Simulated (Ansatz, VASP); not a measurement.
Two plane-wave programs on Mo

```
Mo
1.0
    -1.55547    1.55547    1.55547
     1.55547   -1.55547    1.55547
     1.55547    1.55547   -1.55547
Mo
1
Direct
  0.00000 0.00000 0.00000
```

Alike in both runs: task relaxation of cell and atoms; functional LDA; k mesh 16 × 16 × 16; occupations fermi-dirac, width 0.15 eV; no spin polarisation.

|  | VASP | Ansatz |
| --- | --- | --- |
| version | VASP 6.6.1 | Ansatz 0.2.0 |
| potentials or method | VASP PAW LDA potentials, release 64 (Mo_sv), cutoff 600 eV | scalar-relativistic, plane waves, PAW |
| valence electrons in the cell | 14 | 14 |

```tsv
	VASP	Ansatz	Ansatz less VASP
gap on the k mesh at the Fermi level, each at its own relaxed structure (eV)	none	none	-
relaxed volume (Å³/atom)	15.12	15.06	-0.058
relaxed cell length with the largest relative difference (Å)	2.698	2.695	-0.0035
```

Ansatz warns that its potentials were made for another functional, while VASP's fit it. LDA's correlation is that of Perdew and Zunger in VASP and of Perdew and Wang (1992) in Ansatz. A gap of «none» marks a metal or a gap that the smearing closes.
